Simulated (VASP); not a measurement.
MgSn2N2, 5 atoms in the cell. It takes space group P-4m2 (No. 115, tetragonal). The conventional cell has a = 3.361 Å, b = 3.361 Å, c = 8.188 Å, α = 90.00°, β = 90.00°, γ = 90.00°. Within 2.8 Å of Mg (site symmetry -4m2) lie 4 N at 2.09 Å. Sn (site symmetry 2mm) has 2 N at 2.11 Å within 2.8 Å. N (site symmetry 2mm) has 2 Mg at 2.09 Å and 2 Sn at 2.11 Å within 2.8 Å. 

| Property | Result |
| --- | --- |
| Program | VASP 6.6.1 |
| Task | single point |
| Functional | BLYP |
| Potentials or basis | VASP PAW PBE potentials, release 64 (Mg, Sn_d, N) |
| Cutoff | 520 eV |
| k mesh | 1 × 3 × 1 |
| Occupations | gaussian, width 0.1 eV |
| Spin | no spin polarisation |
| Dipole correction | no |
| Further INCAR settings | ALGO = Normal; EDIFF = 1e-06; NBANDS = 28; ISYM = 0 |

Potentials or basis: VASP PAW PBE potentials, release 64 (Mg, Sn_d, N).

The run is started by

```console
$ cat potpaw_PBE.64/Mg/POTCAR potpaw_PBE.64/Sn_d/POTCAR potpaw_PBE.64/N/POTCAR > POTCAR
$ mpirun -np 1 vasp_std > vasp.out
```

Hardware: 1 thread of Intel Xeon 6975P-C, with other jobs on the host.

Q: How long does it take, and how much memory?

A: It took 58 s on 1 thread of Intel Xeon 6975P-C, on a shared host, peak memory 0.21 GiB. Counts: scf iterations 14, k points 2.
